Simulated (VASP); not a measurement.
A run of VASP 6.6.1 is set up as follows.

File INCAR:

```
PREC = Accurate ; ENCUT = 520
EDIFF = 1E-7 ; ISMEAR = 0
SIGMA = 0.05 ; LREAL = False
LASPH = True ; NELM = 100
ALGO = Normal ; ISIF = 2
LWAVE = False ; LCHARG = True
LELF = True ; LVHAR = True
NBANDS = 26
```

Contents of KPOINTS:

```
regular mesh
0
Gamma
  8 8 6
```

The input POSCAR:

```
Zn2SeS
1.0
    4.1047514130      0.0000000000      0.0000000000
    0.0000000000      4.1047514130      0.0000000000
    0.0000000000      0.0000000000      5.5221151400
Zn Se S
2 1 1
Direct
    0.5000000000      0.0000000000      0.7630636300
    0.0000000000      0.5000000000      0.2369363700
    0.0000000000      0.0000000000      0.5000000000
    0.5000000000      0.5000000000      0.0000000000
```

Potentials or basis: VASP PAW LDA potentials, release 64 (Zn, Se, S).

Launch:

```sh
$ cat potpaw_LDA.64/Zn/POTCAR potpaw_LDA.64/Se/POTCAR potpaw_LDA.64/S/POTCAR > POTCAR
$ mpirun -np 1 vasp_std > vasp.out
```

Predict the band gap on the k mesh.

0.97 eV.

Predict the pressure.

-8.3 GPa.

Estimate the largest force.

0.028 eV/Å.

Stress tensor (GPa, compression positive):
```
-8.93  0.00  0.00
 0.00 -8.93  0.00
 0.00  0.00 -6.89
```

Caveat: the cell differs from its parent crystal (strain +0.0500 x Voigt [1, 1, 0, 0, 0, 0]); the cell stands under tension.
